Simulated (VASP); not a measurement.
# BeTe (F-43m) in VASP: notebook

Runs on BeTe. Level: r2SCAN. Tasks: relaxation of cell and atoms.

Program: VASP 6.6.1. These are calculated values, not measurements. Logs are shortened: lines on timing, memory, paths and dates and some standing lists are left out, and cuts for length are marked.

**1. The cell of the first run**

The structure is cubic, space group F-43m (No. 216). The conventional cell has a = 5.657 Å, b = 5.657 Å, c = 5.657 Å, α = 90.00°, β = 90.00°, γ = 90.00°. Be (site symmetry -43m) has 4 Te at 2.45 Å within 3.2 Å. Te (site symmetry -43m) has 4 Be at 2.45 Å within 3.2 Å.

**2. Relaxation of cell and atoms, r2SCAN, target pressure 7 GPa, at which the enthalpy is minimised**

Contents of POSCAR:

```
BeTe
1.0
    0.0000000000      2.8284051077      2.8284051077
    2.8284051077      0.0000000000      2.8284051077
    2.8284051077      2.8284051077      0.0000000000
Be Te
1 1
Direct
    0.0000000000      0.0000000000      0.0000000000
    0.7500000000      0.7500000000      0.7500000000
```

Contents of INCAR.step1:

```
SYSTEM = BeTe
PREC = Accurate ; ENCUT = 600
ISMEAR = 0 ; SIGMA = 0.01
LREAL = .False. ; LASPH = .True.
NELM = 80 ; GGA = PE
ALGO = Normal ; EDIFF = 1E-4
LWAVE = .True. ; LCHARG = .False.
```

Contents of INCAR.step2:

```
SYSTEM = BeTe
PREC = Accurate ; ENCUT = 600
EDIFF = 1E-6 ; ISMEAR = 0
SIGMA = 0.01 ; LREAL = .False.
LASPH = .True. ; NELM = 80
ALGO = Normal ; ISIF = 3
LWAVE = .False. ; LCHARG = .False.
METAGGA = R2SCAN ; LMIXTAU = .True.
IBRION = 2 ; NSW = 100
EDIFFG = -0.002 ; PSTRESS = 70.0
ISTART = 1
```

Contents of KPOINTS:

```
regular mesh
0
Gamma
  8 8 8
  0 0 0
```

Potentials or basis: VASP PAW PBE potentials, release 64 (Be, Te).

Run with:

```sh
> cat potpaw_PBE.64/Be/POTCAR potpaw_PBE.64/Te/POTCAR > POTCAR
> cp INCAR.step1 INCAR
> mpirun -np 1 vasp_std > vasp.out
> cp INCAR.step2 INCAR
> mpirun -np 1 vasp_std > vasp.out
```

OUTCAR:

```text
SYSTEM = BeTe
   PREC = Accurate
   ENCUT = 600
   EDIFF = 1E-6
   ISMEAR = 0
   LREAL = .False.
   LASPH = .True.
   NELM = 80
   ISIF = 3
   METAGGA = R2SCAN
   IBRION = 2
   NSW = 100
   EDIFFG = -0.002
   PSTRESS = 70.0
   ISTART = 1

 ion  position               nearest neighbor table
   1  0.000  0.000  0.000-   2 2.45   2 2.45   2 2.45   2 2.45
   2  0.750  0.750  0.750-   1 2.45   1 2.45   1 2.45   1 2.45

  LATTYP: Found a face centered cubic cell.
 ALAT       =     5.6568102154

  Lattice vectors:

 A1 = (   0.0000000000,   2.8284051077,   2.8284051077)
 A2 = (   2.8284051077,   0.0000000000,   2.8284051077)
 A3 = (   2.8284051077,   2.8284051077,   0.0000000000)

Analysis of symmetry for initial positions (statically):
=====================================================================
 Subroutine PRICEL returns:
 Original cell was already a primitive cell.

 Routine SETGRP: Setting up the symmetry group for a
 face centered cubic supercell.

 Subroutine GETGRP returns: Found 24 space group operations
 (whereof 24 operations were pure point group operations)
 out of a pool of 48 trial point group operations.

The static configuration has the point symmetry T_d .

Analysis of symmetry for dynamics (positions and initial velocities):
=====================================================================
 Subroutine PRICEL returns:
 Original cell was already a primitive cell.

 Routine SETGRP: Setting up the symmetry group for a
 face centered cubic supercell.

 Subroutine GETGRP returns: Found 24 space group operations
 (whereof 24 operations were pure point group operations)
 out of a pool of 48 trial point group operations.

The dynamic configuration has the point symmetry T_d .

 Subroutine INISYM returns: Found 24 space group operations
 (whereof 24 operations are pure point group operations),
 and found     1 'primitive' translations

----------------------------------------------------------------------------------------

                                     Primitive cell

  volume of cell :      45.2538

  direct lattice vectors                    reciprocal lattice vectors
     0.000000000  2.828405108  2.828405108    -0.176778071  0.176778071  0.176778071
     2.828405108  0.000000000  2.828405108     0.176778071 -0.176778071  0.176778071
     2.828405108  2.828405108  0.000000000     0.176778071  0.176778071 -0.176778071

  length of vectors
     3.999968863  3.999968863  3.999968863     0.306188601  0.306188601  0.306188601

  position of ions in fractional coordinates (direct lattice)
     0.000000000  0.000000000  0.000000000
     0.750000000  0.750000000  0.750000000

  ion indices of the primitive-cell ions
   primitive index   ion index
                 1           1
                 2           2

----------------------------------------------------------------------------------------

 KPOINTS: regular mesh

Automatic generation of k-mesh.
 Grid dimensions read from file:
 generate k-points for:    8    8    8

 Generating k-lattice:

  Cartesian coordinates                     Fractional coordinates (reciprocal lattice)
    -0.022097259  0.022097259  0.022097259     0.125000000  0.000000000  0.000000000
     0.022097259 -0.022097259  0.022097259     0.000000000  0.125000000  0.000000000
     0.022097259  0.022097259 -0.022097259     0.000000000  0.000000000  0.125000000

  Length of vectors
     0.038273575  0.038273575  0.038273575

  Shift w.r.t. Gamma in fractional coordinates (k-lattice)
     0.000000000  0.000000000  0.000000000

 Subroutine IBZKPT returns following result:
 ===========================================

 Found     29 irreducible k-points:

 Following reciprocal coordinates:
            Coordinates               Weight
  0.000000  0.000000  0.000000      1.000000
  0.125000  0.000000  0.000000      8.000000
  0.250000  0.000000  0.000000      8.000000
  0.375000  0.000000  0.000000      8.000000
  0.500000  0.000000  0.000000      4.000000
  0.125000  0.125000  0.000000      6.000000
[... 16 lines left out ...]
  0.500000  0.250000  0.125000     48.000000
 -0.375000  0.250000  0.125000     24.000000
 [... further k-points ...]
   k-points           NKPTS =     29   k-points in BZ     NKDIM =     29   number of bands    NBANDS=      8
   number of dos      NEDOS =    301   number of ions     NIONS =      2
   total plane-waves  NPLWV =  32768
   dimension x,y,z NGX =    32 NGY =   32 NGZ =   32
   dimension x,y,z NGXF=    64 NGYF=   64 NGZF=   64
   ions per type =               1   1
   NGX,Y,Z   is equivalent  to a cutoff of  13.30, 13.30, 13.30 a.u.
   NGXF,Y,Z  is equivalent  to a cutoff of  26.60, 26.60, 26.60 a.u.
 SYSTEM =  BeTe
   PREC   = accura    normal or accurate (medium, high low for compatibility)
   ISTART =      1    job   : 0-new  1-cont  2-samecut
   ICHARG =      0    charge: 1-file 2-atom 10-const
   ISPIN  =      1    spin polarized calculation?
   LNONCOLLINEAR =      F non collinear calculations
   LSORBIT =      F    spin-orbit coupling
   LASPH  =      T    aspherical Exc in radial PAW
   ENCUT  =  600.0 eV  44.10 Ry    6.64 a.u.   7.99  7.99  7.99*2*pi/ulx,y,z
   NELM   =     80;   NELMIN=  2; NELMDL=  0     # of ELM steps
   EDIFF  = 0.1E-05   stopping-criterion for ELM
   LREAL  =      F    real-space projection
   EDIFFG = -.2E-02   stopping-criterion for IOM
   NSW    =    100    number of steps for IOM
   IBRION =      2    ionic relax: 0-MD 1-quasi-New 2-CG
   NFREE  =      1    steps in history (QN), initial steepest desc. (CG)
   ISIF   =      3    stress and relaxation
   ISYM   =      2    0-nonsym 1-usesym 2-fastsym
   POTIM  = 0.5000    time-step for ionic-motion
   TEBEG  =    0.0;   TEEND  =   0.0 temperature during run
   PSTRESS=   70.0 pullay stress
   NELECT =       8.0000    total number of electrons
   NUPDOWN=      -1.0000    fix difference up-down
   EMIN   =  10.00;   EMAX   =-10.00  energy-range for DOS
   EFERMI =   0.00;   METHOD = LEGACY
   ISMEAR =     0;   SIGMA  =   0.01  broadening in eV -4-tet -1-fermi 0-gaus
   EFERMI_NEDOS =   21; number of points for ismear=-14 and -15
   IALGO  =     38    algorithm
   IMIX   =      4    mixing-type and parameters
     AMIX     =   0.40;   BMIX     =  1.00
     AMIX_MAG =   1.60;   BMIX_MAG =  1.00
  volume/ion in A,a.u.               =      22.63       152.69
  Fermi-wavevector in a.u.,A,eV,Ry     =   0.918798  1.736276 11.485891  0.844189
  Thomas-Fermi vector in A             =   2.043920
   LORBIT       =      0    0 simple, 1 ext, 2 COOP (PROOUT), +10 PAW based schemes
   METAGGA = R2SCAN    functional components
   LHFCALC =     F    Hartree Fock is set to
   AEXX    =    0.0000 exact exchange contribution
   IVDW    =     0    specifies the selected vdW correction
   LEPSILON=     F    determine dielectric tensor
   LRPA    =     F    only Hartree local field effects (RPA)
 conjugate gradient relaxation of ions
 non-spin polarized calculation
 Gauss-broadening in eV      SIGMA  =   0.01
  energy-cutoff  :      600.00
  volume of cell :       45.25
 maximum number of plane-waves:      1540
   NGX = 15   NGY = 15   NGZ = 15

--------------------------------------- Ionic step        1  -------------------------------------------

 number of electron       8.0000000 magnetization

 Free energy of the ion-electron system (eV)
  ---------------------------------------------------
  ext. energy  EPLUGINS =         0.00000000
  ---------------------------------------------------
  free energy    TOTEN  =       -30.68540706 eV

  energy without entropy =      -30.68540706  energy(sigma->0) =      -30.68540706

------------------------ aborting loop because EDIFF is reached ----------------------------------------

  FORCE on cell =-STRESS in cart. coord.  units (eV):
  Direction    XX          YY          ZZ          XY          YZ          ZX
  --------------------------------------------------------------------------------------
  -------------------------------------------------------------------------------------
  Total        0.0490860      0.0490860      0.0490860      0.0000000     -0.0000000      0.0000000
  in kB        1.7378547      1.7378547      1.7378547      0.0000000     -0.0000000      0.0000000
  external PRESSURE =     -68.2621453 kB  Pullay stress =      70.0000000 kB

 VOLUME and BASIS-vectors are now :
 -----------------------------------------------------------------------------
  energy-cutoff  :      600.00
  volume of cell :       45.25
      direct lattice vectors                 reciprocal lattice vectors
     0.000000000  2.828405108  2.828405108    -0.176778071  0.176778071  0.176778071
     2.828405108  0.000000000  2.828405108     0.176778071 -0.176778071  0.176778071
     2.828405108  2.828405108  0.000000000     0.176778071  0.176778071 -0.176778071
[... 8 lines left out ...]
  FREE ENERGIE OF THE ION-ELECTRON SYSTEM (eV)
  ---------------------------------------------------
  free  energy   TOTEN  =       -30.6854070632 eV

  energy  without entropy=      -30.6854070632  energy(sigma->0) =      -30.68540706

  enthalpy is  TOTEN    =       -28.7082448954 eV   P V=        1.9771621678

--------------------------------------- Ionic step        2  -------------------------------------------

 number of electron       8.0000000 magnetization

 E-fermi :   6.5655     XC(G=0): -10.0353

 val. band max:        6.5189566614   @ k =   0.0000   0.0000   0.0000
 cond. band min:       8.4936372887   @ k =   0.5000   0.5000   0.0000
 fundamental gap:      1.9746806273
 Fermi energy:         6.5654810291

 k-point     1 :       0.0000    0.0000    0.0000
  band No.  band energies     occupation
      1      -7.2579      2.00000
      2       6.5190      2.00000
      3       6.5190      2.00000
      4       6.5190      2.00000
      5      10.3621      0.00000
      6      10.3621      0.00000
      7      10.3621      0.00000
      8      12.1004      0.00000

 k-point     2 :       0.1250    0.0000    0.0000
  band No.  band energies     occupation
      1      -7.0703      2.00000
      2       4.9911      2.00000
      3       6.2117      2.00000
      4       6.2117      2.00000
      5      10.6576      0.00000
      6      10.7948      0.00000
      7      10.7948      0.00000
      8      13.1938      0.00000
[... 271 lines left out ...]
  FREE ENERGIE OF THE ION-ELECTRON SYSTEM (eV)
  ---------------------------------------------------
  free  energy   TOTEN  =       -30.4882297233 eV

  energy  without entropy=      -30.4882297233  energy(sigma->0) =      -30.48822972

  enthalpy is  TOTEN    =       -28.7742969376 eV   P V=        1.7139327858

--------------------------------------- Ionic step        3  -------------------------------------------

 number of electron       8.0000000 magnetization

 Free energy of the ion-electron system (eV)
  ---------------------------------------------------
  ext. energy  EPLUGINS =         0.00000000
  ---------------------------------------------------
  free energy    TOTEN  =       -30.60088629 eV

  energy without entropy =      -30.60088629  energy(sigma->0) =      -30.60088629

 E-fermi :   5.9442     XC(G=0):  -9.8224

 val. band max:        5.8969947676   @ k =   0.0000   0.0000   0.0000
 cond. band min:       8.0163234564   @ k =   0.5000   0.5000   0.0000
 fundamental gap:      2.1193286888
 Fermi energy:         5.9441583097

 k-point     1 :       0.0000    0.0000    0.0000
  band No.  band energies     occupation
      1      -7.4866      2.00000
      2       5.8970      2.00000
      3       5.8970      2.00000
      4       5.8970      2.00000
      5       9.8133      0.00000
      6       9.8133      0.00000
      7       9.8133      0.00000
      8      11.0628      0.00000

 k-point     2 :       0.1250    0.0000    0.0000
  band No.  band energies     occupation
      1      -7.3106      2.00000
      2       4.4499      2.00000
      3       5.6173      2.00000
      4       5.6173      2.00000
      5      10.0096      0.00000
      6      10.2156      0.00000
      7      10.2156      0.00000
      8      12.1927      0.00000
[... 264 lines left out ...]
 POSITION                                       TOTAL-FORCE (eV/Angst)
 -----------------------------------------------------------------------------------
      0.00000      0.00000      0.00000         0.000000      0.000000      0.000000
      4.11178      4.11178      4.11178        -0.000000     -0.000000     -0.000000
 -----------------------------------------------------------------------------------
    total drift:                               -0.000000     -0.000000     -0.000000

  FREE ENERGIE OF THE ION-ELECTRON SYSTEM (eV)
  ---------------------------------------------------
  free  energy   TOTEN  =       -30.6008862889 eV

  energy  without entropy=      -30.6008862889  energy(sigma->0) =      -30.60088629

  enthalpy is  TOTEN    =       -28.8010521771 eV   P V=        1.7998341118

 reached required accuracy - stopping structural energy minimisation
```

Run time: 1.8 min. Hardware: 1 thread of Intel Xeon Platinum 8375C at 2.90GHz (Ice Lake), shared host; peak memory 0.21 GiB.

Results:

```
Free energy                                            : -30.6009 eV
Relaxed volume                                         : 20.60 Å³/atom
Relaxed cell                                           : a = 3.877 Å, b = 3.877 Å, c = 3.877 Å, α = 60.00°, β = 60.00°, γ = 60.00°
Space group after relaxing (to 0.05 Å)                 : F-43m (No. 216)
Energy change on relaxing (the enthalpy is what falls) : +42.3 meV/atom
Ionic steps                                            : 3
Pressure after relaxing                                : 7.0 GPa
Band gap on the k mesh                                 : 2.12 eV, indirect (least direct gap 3.92 eV)
```

The path:
```tsv
step	energy change (eV)	largest force (eV/Å)	pressure (GPa)	volume (Å³)
1	0.0000	0.0000	0.17	45.25
2	0.1972	0.0000	11.56	39.23
3	0.0845	0.0000	6.99	41.20
```

Final structure:
```
Be Te
1.0
     0.00000    2.74118    2.74118
     2.74118    0.00000    2.74118
     2.74118    2.74118    0.00000
Be Te
1 1
Cartesian
  0.0000 0.0000 0.0000
  4.1118 4.1118 4.1118
```

Caveat: the cell is relaxed towards a set pressure, so the enthalpy falls and the energy may rise; the PAW data sets were made with another functional, which shifts forces and pressure a little; spin-orbit coupling is left out, which moves the levels of the heavy elements.

**3. Relaxation of cell and atoms, r2SCAN, target pressure 10 GPa, at which the enthalpy is minimised**

POSCAR is that of step 2.

Contents of INCAR.step1:

```
ALGO = Normal
EDIFF = 1E-4
ENCUT = 600
GGA = PE
ISMEAR = 0
LASPH = True
LCHARG = False
LREAL = False
LWAVE = True
NELM = 100
PREC = Accurate
SIGMA = 0.01
```

Contents of INCAR.step2:

```
ALGO = Normal
EDIFF = 1E-6
EDIFFG = -0.002
ENCUT = 600
IBRION = 2
ISIF = 3
ISMEAR = 0
ISTART = 1
LASPH = True
LCHARG = False
LMIXTAU = True
LREAL = False
LWAVE = False
METAGGA = R2SCAN
NELM = 100
NSW = 100
PREC = Accurate
PSTRESS = 100.0
SIGMA = 0.01
```

Contents of KPOINTS:

```
k-points
0
Gamma
  8 8 8
```

Potentials or basis: VASP PAW PBE potentials, release 64 (Be, Te).

Run with:

```sh
> cat potpaw_PBE.64/Be/POTCAR potpaw_PBE.64/Te/POTCAR > POTCAR
> cp INCAR.step1 INCAR
> mpirun -np 1 vasp_std > vasp.out
> cp INCAR.step2 INCAR
> mpirun -np 1 vasp_std > vasp.out
```

Run time: 3 min. Hardware: 1 thread of Intel Xeon Platinum 8375C at 2.90GHz (Ice Lake), shared host; peak memory 0.2 GiB.

Results (log left out):

```
Free energy                                            : -30.5297 eV
Relaxed volume                                         : 19.92 Å³/atom
Relaxed cell                                           : a = 3.834 Å, b = 3.834 Å, c = 3.834 Å, α = 60.00°, β = 60.00°, γ = 60.00°
Space group after relaxing (to 0.05 Å)                 : F-43m (No. 216)
Energy change on relaxing (the enthalpy is what falls) : +77.9 meV/atom
Ionic steps                                            : 6
Pressure after relaxing                                : 10.0 GPa
Band gap on the k mesh                                 : 2.02 eV, indirect (least direct gap 3.87 eV)
```

The path:
```csv
step,energy change (eV),largest force (eV/Å),pressure (GPa),volume (Å³)
1,0.0000,0.0000,0.17,45.25
2,0.4291,0.0000,18.92,36.76
3,0.1537,0.0000,9.93,39.88
4,0.1601,0.0000,10.18,39.78
5,0.1524,0.0000,9.89,39.90
6,0.1557,0.0000,10.01,39.85
```

Final structure:
```cif
data_structure
_symmetry_space_group_name_H-M 'P 1'
_symmetry_Int_Tables_number 1
_cell_length_a 3.8338
_cell_length_b 3.8338
_cell_length_c 3.8338
_cell_angle_alpha 60.000
_cell_angle_beta 60.000
_cell_angle_gamma 60.000
_cell_volume 39.85
loop_
_atom_site_label
_atom_site_type_symbol
_atom_site_fract_x
_atom_site_fract_y
_atom_site_fract_z
_atom_site_occupancy
Be1 Be 0.00000 0.00000 0.00000 1
Te1 Te 0.75000 0.75000 0.75000 1
```

Levels at points of the mesh, in eV from the valence-band top:
| k point | band 1 | band 2 | band 3 | band 4 | band 5 | band 6 | band 7 | band 8 |
| --- | --- | --- | --- | --- | --- | --- | --- | --- |
| (0.00, 0.00, 0.00) | -13.65 | 0.00 | 0.00 | 0.00 | 3.87 | 3.87 | 3.87 | 5.45 |
| (0.50, 0.00, 0.00) | -11.89 | -6.58 | -1.39 | -1.39 | 3.87 | 4.91 | 4.91 | 8.41 |
| (0.50, 0.50, 0.00) | -11.22 | -6.03 | -3.23 | -3.23 | 2.02 | 2.79 | 11.32 | 11.32 |

Caveat: the cell is relaxed towards a set pressure, so the enthalpy falls and the energy may rise; the PAW data sets were made with another functional, which shifts forces and pressure a little; spin-orbit coupling is left out, which moves the levels of the heavy elements.
